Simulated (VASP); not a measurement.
A run of VASP 6.6.1 is set up as follows.

The input POSCAR:

```
C
1.0
    0.0000000000     -1.7801417069     -1.7801417069
   -1.7801417069      0.0000000000     -1.7801417069
    1.7801417069      1.7801417069     -3.5602834138
C
4
Direct
    0.8050403394      0.7224798421      0.7499999765
    0.1949596606      0.2775201579      0.2500000235
    0.4300403394      0.3474798421      0.8749999765
    0.8199596606      0.9025201579      0.3750000235
```

File INCAR.step1:

```
PREC = Accurate
ENCUT = 520
ISMEAR = 0
SIGMA = 0.05
LREAL = F
LASPH = T
NELM = 80
ISYM = 0
NBANDS = 16
GGA = PE
ALGO = Normal
EDIFF = 1E-4
LWAVE = T
LCHARG = F
```

Contents of INCAR.step2:

```
PREC = Accurate
ENCUT = 520
EDIFF = 1E-6
ISMEAR = 0
SIGMA = 0.05
LREAL = F
LASPH = T
NELM = 80
ALGO = Normal
ISIF = 2
LWAVE = F
LCHARG = F
METAGGA = R2SCAN
LMIXTAU = T
ISYM = 0
NBANDS = 16
ISTART = 1
```

KPOINTS

```
Automatic mesh
0
Gamma
  12 12 10
```

Potentials or basis: VASP PAW PBE potentials, release 64 (C).

Command:

```sh
$ cat potpaw_PBE.64/C/POTCAR > POTCAR
$ cp INCAR.step1 INCAR
$ mpirun -np 1 vasp_std > vasp.out
$ cp INCAR.step2 INCAR
$ mpirun -np 1 vasp_std > vasp.out
```

(1) Predict the pressure.

(2) What does it give for the band gap on the k mesh?

(3) Predict the largest force.

Results:

(1) 0.7 GPa.

(2) 3.86 eV (least direct gap 5.55 eV).

(3) 1.719 eV/Å.

Caveat: the cell differs from its parent crystal (atoms displaced along a vibrational mode); the PAW data sets were made with another functional, which shifts forces and pressure a little.
